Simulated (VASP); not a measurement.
# Si2W (I4/mmm) in VASP: further runs

The runs below take Si2W through single point, with PBEsol.

All numbers are computed with VASP 6.6.1; they aren't measurements. Logs are shortened: lines on timing, memory, paths and dates and some standing lists are left out, and cuts for length are marked.

## (1) The cell of the first run

Symmetry: I4/mmm, No. 139, tetragonal system. Conventional cell: a = 3.381 Å, b = 3.381 Å, c = 7.013 Å, α = 90.00°, β = 90.00°, γ = 90.00°. Within 3.1 Å of Si (site symmetry 4mm) lie 5 Si at 2.32 to 2.67 Å and 5 W at 2.35 to 2.66 Å. W (site symmetry 4/mmm) has 10 Si at 2.35 to 2.66 Å within 3.1 Å.

## (2) Single point, PBEsol

INCAR reads:

```
PREC = Accurate ; ENCUT = 520
EDIFF = 1E-6 ; ISMEAR = 0
SIGMA = 0.15 ; LREAL = False
LASPH = True ; NELM = 60
ALGO = Fast ; ISIF = 2
LWAVE = False ; LCHARG = True
GGA = PS ; LELF = True
LVHAR = True ; NBANDS = 18
```

KPOINTS reads:

```
Automatic mesh
0
Gamma
  24 24 24
```

POSCAR reads:

```
Si2W
1.0
   -1.6903868610      1.6903868610      3.5065952721
    1.6903868610     -1.6903868610      3.5065952721
    1.6903868610      1.6903868610     -3.5065952721
Si W
2 1
Direct
    0.3344989448      0.3344989448      0.0000000000
    0.6655010552      0.6655010552      0.0000000000
    0.0000000000      0.0000000000      0.0000000000
```

Potentials or basis: VASP PAW PBE potentials, release 64 (Si, W_sv).

On the command line:

```bash
> cat potpaw_PBE.64/Si/POTCAR potpaw_PBE.64/W_sv/POTCAR > POTCAR
> mpirun -np 1 vasp_std > vasp.out
```

OUTCAR:

```text
PREC = Accurate
   ENCUT = 520
   EDIFF = 1E-6
   ISMEAR = 0
   LREAL = False
   LASPH = True
   NELM = 60
   ISIF = 2
   GGA = PS

 ion  position               nearest neighbor table
   1  0.334  0.334  0.000-   2 2.32   3 2.35   3 2.66   3 2.66   3 2.66   3 2.66   2 2.67   2 2.67
                             2 2.67   2 2.67
   2  0.666  0.666  0.000-   1 2.32   3 2.35   3 2.66   3 2.66   3 2.66   3 2.66   1 2.67   1 2.67
                             1 2.67   1 2.67
   3  0.000  0.000  0.000-   1 2.35   2 2.35   2 2.66   1 2.66   2 2.66   2 2.66   2 2.66   1 2.66
                             1 2.66   1 2.66

  LATTYP: Found a body centered tetragonal cell.
 ALAT       =     3.3807737220
 C/A-ratio  =     2.0744335826

  Lattice vectors:

 A1 = (  -1.6903868610,   1.6903868610,   3.5065952721)
 A2 = (   1.6903868610,  -1.6903868610,   3.5065952721)
 A3 = (   1.6903868610,   1.6903868610,  -3.5065952721)

Analysis of symmetry for initial positions (statically):
=====================================================================
 Subroutine PRICEL returns:
 Original cell was already a primitive cell.

 Routine SETGRP: Setting up the symmetry group for a
 body centered tetragonal supercell.

 Subroutine GETGRP returns: Found 16 space group operations
 (whereof 16 operations were pure point group operations)
 out of a pool of 16 trial point group operations.

The static configuration has the point symmetry D_4h.

Analysis of symmetry for dynamics (positions and initial velocities):
=====================================================================
 Subroutine PRICEL returns:
 Original cell was already a primitive cell.

 Routine SETGRP: Setting up the symmetry group for a
 body centered tetragonal supercell.

 Subroutine GETGRP returns: Found 16 space group operations
 (whereof 16 operations were pure point group operations)
 out of a pool of 16 trial point group operations.

The dynamic configuration has the point symmetry D_4h.

 Subroutine INISYM returns: Found 16 space group operations
 (whereof 16 operations are pure point group operations),
 and found     1 'primitive' translations

----------------------------------------------------------------------------------------

                                     Primitive cell

  volume of cell :      40.0791

  direct lattice vectors                    reciprocal lattice vectors
    -1.690386861  1.690386861  3.506595272     0.000000000  0.295790278  0.142588454
     1.690386861 -1.690386861  3.506595272     0.295790278  0.000000000  0.142588454
[... 90 lines left out ...]
   NSW    =      0    number of steps for IOM
   IBRION =     -1    ionic relax: 0-MD 1-quasi-New 2-CG
   NFREE  =      0    steps in history (QN), initial steepest desc. (CG)
   ISIF   =      2    stress and relaxation
   ISYM   =      2    0-nonsym 1-usesym 2-fastsym
   POTIM  = 0.5000    time-step for ionic-motion
   TEBEG  =    0.0;   TEEND  =   0.0 temperature during run
   PSTRESS=    0.0 pullay stress
   NELECT =      22.0000    total number of electrons
   NUPDOWN=      -1.0000    fix difference up-down
   EMIN   =  10.00;   EMAX   =-10.00  energy-range for DOS
   EFERMI =   0.00;   METHOD = LEGACY
   ISMEAR =     0;   SIGMA  =   0.15  broadening in eV -4-tet -1-fermi 0-gaus
   EFERMI_NEDOS =   21; number of points for ismear=-14 and -15
   IALGO  =     68    algorithm
   IMIX   =      4    mixing-type and parameters
     AMIX     =   0.40;   BMIX     =  1.00
     AMIX_MAG =   1.60;   BMIX_MAG =  1.00
  volume/ion in A,a.u.               =      13.36        90.16
  Fermi-wavevector in a.u.,A,eV,Ry     =   1.340427  2.533039 24.446187  1.796744
  Thomas-Fermi vector in A             =   2.468741
   LORBIT       =      0    0 simple, 1 ext, 2 COOP (PROOUT), +10 PAW based schemes
   GGA     = PS    functional components
   LHFCALC =     F    Hartree Fock is set to
   AEXX    =    0.0000 exact exchange contribution
   IVDW    =     0    specifies the selected vdW correction
   LEPSILON=     F    determine dielectric tensor
   LRPA    =     F    only Hartree local field effects (RPA)
 non-spin polarized calculation
 RMM-DIIS sequential band-by-band and
 Gauss-broadening in eV      SIGMA  =   0.15
  energy-cutoff  :      520.00
  volume of cell :       40.08
 maximum number of plane-waves:      1099
   NGX = 15   NGY = 15   NGZ = 15

 number of electron      21.9999998 magnetization

 Free energy of the ion-electron system (eV)
  ---------------------------------------------------
  ext. energy  EPLUGINS =         0.00000000
  ---------------------------------------------------
  free energy    TOTEN  =       -25.53201009 eV

  energy without entropy =      -25.52662792  energy(sigma->0) =      -25.52931901

 E-fermi :  11.6912     XC(G=0): -12.6127

 val. band max:       11.6894349325   @ k =  -0.1667   0.1667   0.0833
 cond. band min:      11.6974365702   @ k =  -0.4583  -0.4583   0.4583
 fundamental gap:      0.0080016377
 Fermi energy:        11.6911536129

 k-point     1 :       0.0000    0.0000    0.0000
  band No.  band energies     occupation
      1     -61.8329      2.00000
      2     -26.1877      2.00000
      3     -26.1877      2.00000
      4     -26.0790      2.00000
      5      -2.1931      2.00000
      6       5.4254      2.00000
[... 481 lines left out ...]
      5       1.3345      2.00000
      6       2.2312      2.00000
[... 10 lines left out ...]
     17      19.2011      0.00000
     18      19.5348      0.00000

 [... further k-points ...]

------------------------ aborting loop because EDIFF is reached ----------------------------------------

  FORCE on cell =-STRESS in cart. coord.  units (eV):
  Direction    XX          YY          ZZ          XY          YZ          ZX
  --------------------------------------------------------------------------------------
  -------------------------------------------------------------------------------------
  Total       -4.2346805     -4.2346805     17.3493077      0.0000000      0.0000000     -0.0000000
  in kB     -169.2830116   -169.2830116    693.5453774      0.0000000      0.0000000     -0.0000000
  external PRESSURE =     118.3264514 kB  Pullay stress =       0.0000000 kB

 VOLUME and BASIS-vectors are now :
 -----------------------------------------------------------------------------
  energy-cutoff  :      520.00
  volume of cell :       40.08
      direct lattice vectors                 reciprocal lattice vectors
    -1.690386861  1.690386861  3.506595272     0.000000000  0.295790278  0.142588454
     1.690386861 -1.690386861  3.506595272     0.295790278  0.000000000  0.142588454
     1.690386861  1.690386861 -3.506595272     0.295790278  0.295790278  0.000000000

 POSITION                                       TOTAL-FORCE (eV/Angst)
 -----------------------------------------------------------------------------------
      0.00000      0.00000      2.34590        -0.000000     -0.000000      0.402404
      0.00000      0.00000      4.66729         0.000000      0.000000     -0.402404
      0.00000      0.00000      0.00000         0.000000      0.000000      0.000000
 -----------------------------------------------------------------------------------
    total drift:                                0.000000     -0.000000     -0.000000

  FREE ENERGIE OF THE ION-ELECTRON SYSTEM (eV)
  ---------------------------------------------------
  free  energy   TOTEN  =       -25.5320100948 eV

  energy  without entropy=      -25.5266279221  energy(sigma->0) =      -25.52931901
```

OSZICAR:

```text
N       E                     dE             d eps       ncg     rms          rms(c)
DAV:   1     0.131052918468E+03    0.13105E+03   -0.10865E+04 38276   0.124E+03
DAV:   2    -0.219213658758E+02   -0.15297E+03   -0.14929E+03 43996   0.323E+02
DAV:   3    -0.264550927614E+02   -0.45337E+01   -0.44906E+01 47352   0.503E+01
DAV:   4    -0.264952900749E+02   -0.40197E-01   -0.40026E-01 46620   0.496E+00
DAV:   5    -0.264957095328E+02   -0.41946E-03   -0.41942E-03 45620   0.536E-01    0.271E+01
RMM:   6    -0.256455491524E+02    0.85016E+00   -0.18203E+00 43910   0.847E+00    0.106E+01
RMM:   7    -0.255485649670E+02    0.96984E-01   -0.20893E-01 50513   0.296E+00    0.376E+00
RMM:   8    -0.255320727913E+02    0.16492E-01   -0.45216E-02 50293   0.146E+00    0.269E-01
RMM:   9    -0.255323844441E+02   -0.31165E-03   -0.10290E-02 50300   0.652E-01    0.192E-01
RMM:  10    -0.255319754918E+02    0.40895E-03   -0.18501E-03 47053   0.344E-01    0.950E-02
RMM:  11    -0.255320073988E+02   -0.31907E-04   -0.38089E-04 51822   0.154E-01    0.271E-02
RMM:  12    -0.255320119069E+02   -0.45081E-05   -0.44795E-05 53766   0.548E-02    0.123E-02
RMM:  13    -0.255320102438E+02    0.16631E-05   -0.10446E-05 48273   0.266E-02    0.286E-03
RMM:  14    -0.255320100948E+02    0.14894E-06   -0.13905E-06 32445   0.889E-03
   1 F= -.25532010E+02 E0= -.25529319E+02  d E =-.538217E-02
```

stdout:

```text
POSCAR found type information on POSCAR SiW
 POSCAR found :  2 types and       3 ions
 scaLAPACK will be used
 -----------------------------------------------------------------------------
|                                                                             |
|                                                                             |
|     You enforced a specific xc type in the INCAR file but a different       |
|     I HOPE YOU KNOW WHAT YOU ARE DOING!                                     |
|                                                                             |
 -----------------------------------------------------------------------------

 LDA part: xc-table for (Slater+PW92), standard interpolation
 POSCAR, INCAR and KPOINTS ok, starting setup
 FFT: planning ... GRIDC
 FFT: planning ... GRID_SOFT
 FFT: planning ... GRID
 WAVECAR not read
 entering main loop
WARNING in EDDRMM: call to ZHEGV failed, returncode =   8  4     17
WARNING in EDDRMM: call to ZHEGV failed, returncode =   8  4     16
```

It took 17 min on 1 thread of Oxide Virtual Turin-like, shared host; peak memory 0.74 GiB.

Results:

- Free energy: -25.5320 eV
- Pressure: 11.8 GPa
- Largest force: 0.402 eV/Å
- Band gap on the k mesh: zero (bands 11 and 12 overlap by 0.43 eV)

Forces in eV/Å, atoms in the order of the input:
```
Si   0.000  0.000  0.402
Si   0.000  0.000 -0.402
W    0.000  0.000  0.000
```

Stress tensor (GPa, compression positive):
```
-16.93   0.00   0.00
  0.00 -16.93   0.00
  0.00   0.00  69.35
```

Caveat: the stress differs along the axes, from -17 to 69 GPa; the PAW data sets were made with another functional, which shifts forces and pressure a little; spin-orbit coupling is left out, which moves the levels of the heavy elements.

(Continued in part 2 of 2.)
